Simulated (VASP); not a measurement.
# C (P6_3/mmc) in VASP: notebook

Runs on C. Level: PBE+D3(BJ). Tasks: single point.

Program: VASP 6.6.1. These are calculated values, not measurements. Logs are shortened: lines on timing, memory, paths and dates and some standing lists are left out, and cuts for length are marked.

### Step 1. The cell of the first run

The structure is hexagonal, space group P6_3/mmc (No. 194). Conventional cell: a = 2.465 Å, b = 2.465 Å, c = 7.008 Å, α = 90.00°, β = 90.00°, γ = 120.00°. C (site symmetry -6m2) has 3 C at 1.42 Å within 1.9 Å. C (site symmetry -6m2) has 3 C at 1.42 Å within 1.9 Å.

### Step 2. Single point, PBE+D3(BJ) (strain +0.000 along x and y, +0.040 along z)

Contents of INCAR:

```
  ALGO = Normal
  EDIFF = 1E-7
  ENCUT = 520
  GGA = PE
  ISIF = 2
  ISMEAR = 0
  IVDW = 12
  LASPH = T
  LCHARG = T
  LELF = T
  LREAL = F
  LVHAR = T
  LWAVE = F
  NBANDS = 16
  NELM = 60
  PREC = Accurate
  SIGMA = 0.15
```

Contents of KPOINTS:

```
k-points
0
Gamma
  24 24 8
```

Contents of POSCAR:

```
C
1.0
    2.4649796655      0.0000000000      0.0000000000
   -1.2324898327      2.1347350101      0.0000000000
    0.0000000000      0.0000000000      7.0079699359
C
4
Direct
    0.0000000000      0.0000000000      0.0025000000
    0.0000000000      0.0000000000      0.5025000000
    0.3333333333      0.6666666667      0.0025000000
    0.6666666667      0.3333333333      0.5025000000
```

Potentials or basis: VASP PAW PBE potentials, release 64 (C).

Run with:

```console
$ cat potpaw_PBE.64/C/POTCAR > POTCAR
$ mpirun -np 1 vasp_std > vasp.out
```

OUTCAR:

```text
EDIFF = 1E-7
   ENCUT = 520
   GGA = PE
   ISIF = 2
   ISMEAR = 0
   IVDW = 12
   LASPH = T
   LREAL = F
   NELM = 60
   PREC = Accurate
 IVDW          = 12

 ion  position               nearest neighbor table
   1  0.000  0.000  0.002-   3 1.42   3 1.42   3 1.42
   2  0.000  0.000  0.502-   4 1.42   4 1.42   4 1.42
   3  0.333  0.667  0.002-   1 1.42   1 1.42   1 1.42
   4  0.667  0.333  0.502-   2 1.42   2 1.42   2 1.42

  LATTYP: Found a hexagonal cell.
 ALAT       =     2.4649796655
 C/A-ratio  =     2.8430132848

  Lattice vectors:

 A1 = (   2.4649796655,   0.0000000000,   0.0000000000)
 A2 = (  -1.2324898327,   2.1347350101,   0.0000000000)
 A3 = (   0.0000000000,   0.0000000000,   7.0079699359)

Analysis of symmetry for initial positions (statically):
=====================================================================
 Subroutine PRICEL returns:
 Original cell was already a primitive cell.

 Routine SETGRP: Setting up the symmetry group for a
 hexagonal supercell.

 Subroutine GETGRP returns: Found 24 space group operations
 (whereof  6 operations were pure point group operations)
 out of a pool of 24 trial point group operations.

The static configuration has the point symmetry C_3v.
 The point group associated with its full space group is D_6h.

Analysis of symmetry for dynamics (positions and initial velocities):
=====================================================================
 Subroutine PRICEL returns:
 Original cell was already a primitive cell.

 Routine SETGRP: Setting up the symmetry group for a
 hexagonal supercell.

 Subroutine GETGRP returns: Found 24 space group operations
 (whereof  6 operations were pure point group operations)
 out of a pool of 24 trial point group operations.

The dynamic configuration has the point symmetry C_3v.
 The point group associated with its full space group is D_6h.

 Subroutine INISYM returns: Found 24 space group operations
 (whereof  6 operations are pure point group operations),
 and found     1 'primitive' translations

----------------------------------------------------------------------------------------

                                     Primitive cell

  volume of cell :      36.8765

  direct lattice vectors                    reciprocal lattice vectors
     2.464979666  0.000000000  0.000000000     0.405682860  0.234221108  0.000000000
    -1.232489833  2.134735010  0.000000000     0.000000000  0.468442217  0.000000000
     0.000000000  0.000000000  7.007969936     0.000000000  0.000000000  0.142694676

  length of vectors
     2.464979666  2.464979665  7.007969936     0.468442217  0.468442217  0.142694676

  position of ions in fractional coordinates (direct lattice)
     0.000000000  0.000000000  0.002500000
     0.000000000  0.000000000  0.502500000
     0.333333333  0.666666667  0.002500000
     0.666666667  0.333333333  0.502500000

  ion indices of the primitive-cell ions
   primitive index   ion index
                 1           1
                 2           2
                 3           3
                 4           4

----------------------------------------------------------------------------------------

 KPOINTS: k-points

Automatic generation of k-mesh.
 Grid dimensions read from file:
 generate k-points for:   24   24    8

 Generating k-lattice:

  Cartesian coordinates                     Fractional coordinates (reciprocal lattice)
     0.016903452  0.009759213  0.000000000     0.041666667  0.000000000  0.000000000
     0.000000000  0.019518426  0.000000000     0.000000000  0.041666667  0.000000000
     0.000000000  0.000000000  0.017836835     0.000000000  0.000000000  0.125000000

  Length of vectors
     0.019518426  0.019518426  0.017836835

  Shift w.r.t. Gamma in fractional coordinates (k-lattice)
     0.000000000  0.000000000  0.000000000

 Subroutine IBZKPT returns following result:
 ===========================================

 Found    305 irreducible k-points:

 Following reciprocal coordinates:
            Coordinates               Weight
  0.000000  0.000000  0.000000      1.000000
  0.041667 -0.000000  0.000000      6.000000
  0.083333 -0.000000  0.000000      6.000000
  0.125000  0.000000  0.000000      6.000000
  0.166667  0.000000  0.000000      6.000000
  0.208333  0.000000  0.000000      6.000000
[... 16 lines left out ...]
  0.416667  0.041667  0.000000     12.000000
  0.458333  0.041667  0.000000     12.000000
 [... further k-points ...]
   k-points           NKPTS =    305   k-points in BZ     NKDIM =    305   number of bands    NBANDS=     16
   number of dos      NEDOS =    301   number of ions     NIONS =      4
   total plane-waves  NPLWV =  17496
   dimension x,y,z NGX =    18 NGY =   18 NGZ =   54
   dimension x,y,z NGXF=    36 NGYF=   36 NGZF=  108
   ions per type =               4
   NGX,Y,Z   is equivalent  to a cutoff of  12.14, 12.14, 12.81 a.u.
   NGXF,Y,Z  is equivalent  to a cutoff of  24.28, 24.28, 25.62 a.u.
 SYSTEM =  unknown system
   PREC   = accura    normal or accurate (medium, high low for compatibility)
   ISTART =      0    job   : 0-new  1-cont  2-samecut
   ICHARG =      2    charge: 1-file 2-atom 10-const
   ISPIN  =      1    spin polarized calculation?
   LNONCOLLINEAR =      F non collinear calculations
   LSORBIT =      F    spin-orbit coupling
   LASPH  =      T    aspherical Exc in radial PAW
   ENCUT  =  520.0 eV  38.22 Ry    6.18 a.u.   4.58  4.58 13.03*2*pi/ulx,y,z
   NELM   =     60;   NELMIN=  2; NELMDL= -5     # of ELM steps
   EDIFF  = 0.1E-06   stopping-criterion for ELM
   LREAL  =      F    real-space projection
   EDIFFG = 0.1E-05   stopping-criterion for IOM
   NSW    =      0    number of steps for IOM
   IBRION =     -1    ionic relax: 0-MD 1-quasi-New 2-CG
   NFREE  =      0    steps in history (QN), initial steepest desc. (CG)
   ISIF   =      2    stress and relaxation
   ISYM   =      2    0-nonsym 1-usesym 2-fastsym
   POTIM  = 0.5000    time-step for ionic-motion
   TEBEG  =    0.0;   TEEND  =   0.0 temperature during run
   PSTRESS=    0.0 pullay stress
   NELECT =      16.0000    total number of electrons
   NUPDOWN=      -1.0000    fix difference up-down
   EMIN   =  10.00;   EMAX   =-10.00  energy-range for DOS
   EFERMI =   0.00;   METHOD = LEGACY
   ISMEAR =     0;   SIGMA  =   0.15  broadening in eV -4-tet -1-fermi 0-gaus
   EFERMI_NEDOS =   21; number of points for ismear=-14 and -15
   IALGO  =     38    algorithm
   IMIX   =      4    mixing-type and parameters
     AMIX     =   0.40;   BMIX     =  1.00
     AMIX_MAG =   1.60;   BMIX_MAG =  1.00
  volume/ion in A,a.u.               =       9.22        62.21
  Fermi-wavevector in a.u.,A,eV,Ry     =   1.239362  2.342055 20.898809  1.536019
  Thomas-Fermi vector in A             =   2.373849
   LORBIT       =      0    0 simple, 1 ext, 2 COOP (PROOUT), +10 PAW based schemes
   GGA     = PE    functional components
   LHFCALC =     F    Hartree Fock is set to
   AEXX    =    0.0000 exact exchange contribution
   IVDW    =    12    specifies the selected vdW correction
   LEPSILON=     F    determine dielectric tensor
   LRPA    =     F    only Hartree local field effects (RPA)
 non-spin polarized calculation
 Gauss-broadening in eV      SIGMA  =   0.15
  energy-cutoff  :      520.00
  volume of cell :       36.88
 maximum number of plane-waves:      1016
   NGX =  9   NGY =  9   NGZ = 27

 number of electron      15.9999995 magnetization

 Free energy of the ion-electron system (eV)
  ---------------------------------------------------
  ext. energy  EPLUGINS =         0.00000000
  ---------------------------------------------------
  free energy    TOTEN  =       -36.87223422 eV

  energy without entropy =      -36.87154743  energy(sigma->0) =      -36.87189083

 E-fermi :   4.3050     XC(G=0): -10.0236

 val. band max:        4.3021350133   @ k =   0.3333   0.3333   0.5000
 cond. band min:       4.3052527728   @ k =   0.3333   0.3333   0.2500
 fundamental gap:      0.0031177595
 Fermi energy:         4.3050078411

 k-point     1 :       0.0000    0.0000    0.0000
  band No.  band energies     occupation
      1     -15.3096      2.00000
      2     -15.0970      2.00000
      3      -4.0377      2.00000
      4      -2.4697      2.00000
      5       1.2819      2.00000
      6       1.2819      2.00000
[... 8 lines left out ...]
     15      15.6908      0.00000
     16      15.8403      0.00000

 k-point     2 :       0.0417   -0.0000    0.0000
  band No.  band energies     occupation
      1     -15.2683      2.00000
      2     -15.0562      2.00000
      3      -3.9875      2.00000
      4      -2.4222      2.00000
      5       1.1110      2.00000
      6       1.1256      2.00000
[... 8 lines left out ...]
     15      15.5425      0.00000
     16      15.6995      0.00000

 k-point     3 :       0.0833   -0.0000    0.0000
  band No.  band energies     occupation
      1     -15.1443      2.00000
      2     -14.9340      2.00000
      3      -3.8372      2.00000
      4      -2.2802      2.00000
      5       0.6253      2.00000
      6       0.6471      2.00000
[... 8 lines left out ...]
     15      15.1113      0.00000
     16      15.2913      0.00000

 k-point     4 :       0.1250    0.0000    0.0000
  band No.  band energies     occupation
      1     -14.9380      2.00000
      2     -14.7305      2.00000
      3      -3.5876      2.00000
      4      -2.0446      2.00000
      5      -0.1112      2.00000
      6      -0.0797      2.00000
[... 8 lines left out ...]
     15      14.4384      0.00000
     16      14.6653      0.00000
[... 324 lines left out ...]
 k-point    22 :       0.3750    0.0417    0.0000
  band No.  band energies     occupation
      1     -11.6432      2.00000
      2     -11.4803      2.00000
      3      -6.9371      2.00000
      4      -6.8300      2.00000
      5      -1.9957      2.00000
      6      -1.9581      2.00000
[... 8 lines left out ...]
     15      18.1661      0.00000
     16      20.0895      0.00000

 k-point    23 :       0.4167    0.0417    0.0000
  band No.  band energies     occupation
      1     -10.8861      2.00000
      2     -10.7363      2.00000
      3      -7.9298      2.00000
      4      -7.8155      2.00000
      5      -2.1578      2.00000
      6      -2.1196      2.00000
[... 8 lines left out ...]
     15      17.6029      0.00000
     16      19.5137      0.00000

 k-point    24 :       0.4583    0.0417    0.0000
  band No.  band energies     occupation
      1     -10.1543      2.00000
      2     -10.0395      2.00000
      3      -8.7558      2.00000
      4      -8.6596      2.00000
      5      -2.2396      2.00000
      6      -2.2012      2.00000
[... 8 lines left out ...]
     15      18.0162      0.00000
     16      19.0767      0.00000

 [... further k-points ...]

------------------------ aborting loop because EDIFF is reached ----------------------------------------

 Edisp (eV)   -0.59358

 E8    (eV) :    -0.1672

  FORCE on cell =-STRESS in cart. coord.  units (eV):
  Direction    XX          YY          ZZ          XY          YZ          ZX
  --------------------------------------------------------------------------------------
  -------------------------------------------------------------------------------------
  Total       0.17594     0.17594    -0.24964     0.00000     0.00000     0.00000
  in kB       7.64414     7.64414   -10.84620     0.00000     0.00000     0.00000
  external pressure =        1.48 kB  Pullay stress =        0.00 kB

 VOLUME and BASIS-vectors are now :
 -----------------------------------------------------------------------------
  energy-cutoff  :      520.00
  volume of cell :       36.88
      direct lattice vectors                 reciprocal lattice vectors
     2.464979666  0.000000000  0.000000000     0.405682860  0.234221108  0.000000000
    -1.232489833  2.134735010  0.000000000     0.000000000  0.468442217  0.000000000
     0.000000000  0.000000000  7.007969936     0.000000000  0.000000000  0.142694676

 POSITION                                       TOTAL-FORCE (eV/Angst)
 -----------------------------------------------------------------------------------
      0.00000      0.00000      0.01752        -0.000000      0.000000     -0.000000
      0.00000      0.00000      3.52150         0.000000     -0.000000     -0.000000
     -0.00000      1.42316      0.01752        -0.000000     -0.000000      0.000000
      1.23249      0.71158      3.52150         0.000000      0.000000     -0.000000
 -----------------------------------------------------------------------------------
    total drift:                               -0.000000     -0.000000      0.000026

  FREE ENERGIE OF THE ION-ELECTRON SYSTEM (eV)
  ---------------------------------------------------
  free  energy   TOTEN  =       -37.4658169924 eV

  energy  without entropy=      -37.4651302042  energy(sigma->0) =      -37.46547360
```

It took 3.9 min on 1 thread of Intel Xeon 8259CL, shared host; peak memory 0.25 GiB.

What came out:

| Property | Result |
| --- | --- |
| Free energy | -37.4658 eV |
| Pressure | 0.1 GPa |
| Band gap on the k mesh | zero (bands 8 and 9 overlap by 0.02 eV) |
| Dispersion energy per atom | -0.148 eV |

Stress tensor (GPa, compression positive):
```
 0.76  0.00  0.00
 0.00  0.76  0.00
 0.00  0.00 -1.08
```

Caveat: the cell differs from its parent crystal (strain +0.000 along x and y, +0.040 along z).

### Step 3. Single point, PBE+D3(BJ) (strain +0.040 along x and y, -0.040 along z)

Contents of INCAR:

```
PREC = Accurate ; ENCUT = 520
EDIFF = 1E-7 ; ISMEAR = 0
SIGMA = 0.15 ; LREAL = F
LASPH = T ; NELM = 80
ALGO = Normal ; ISIF = 2
LWAVE = F ; LCHARG = F
GGA = PE ; IVDW = 12
NBANDS = 16
```

Contents of KPOINTS:

```
regular mesh
0
Gamma
  24 24 8
```

Contents of POSCAR:

```
C
1.0
    2.5635788521      0.0000000000      0.0000000000
   -1.2817894260      2.2201244105      0.0000000000
    0.0000000000      0.0000000000      6.4688953255
C
4
Direct
    0.0000000000      0.0000000000      0.0025000000
    0.0000000000      0.0000000000      0.5025000000
    0.3333333333      0.6666666667      0.0025000000
    0.6666666667      0.3333333333      0.5025000000
```

Potentials or basis: VASP PAW PBE potentials, release 64 (C).

Run with:

```console
$ cat potpaw_PBE.64/C/POTCAR > POTCAR
$ mpirun -np 1 vasp_std > vasp.out
```

It took 4 min on 1 thread of Intel Xeon 8259CL, shared host; peak memory 0.26 GiB.

Results (log left out):

```
Free energy                : -37.0609 eV
Pressure                   : -28.5 GPa
Band gap on the k mesh     : zero (bands 8 and 9 overlap by 0.05 eV)
Dispersion energy per atom : -0.157 eV
```

Stress tensor (GPa, compression positive):
```
-43.66   0.00   0.00
  0.00 -43.66   0.00
  0.00   0.00   1.93
```

Levels at points of the mesh, in eV from the Fermi level:
```tsv
k point	band 6	band 7	band 8	band 9	band 10	band 11
(0.00, 0.00, 0.00)	-3.03	-3.00	-3.00	5.09	7.59	7.59
(0.50, 0.00, 0.00)	-6.00	-2.67	-1.81	1.54	2.22	6.05
(0.00, 0.00, 0.50)	-3.02	-3.02	-3.02	7.63	7.63	7.63
(0.50, 0.00, 0.50)	-6.04	-2.12	-2.12	1.60	1.60	6.30
```

Caveat: the cell differs from its parent crystal (strain +0.040 along x and y, -0.040 along z); the stress differs along the axes, from -44 to 2 GPa.

The gap in the log of VASP goes by the Fermi energy; the results here count the filled bands.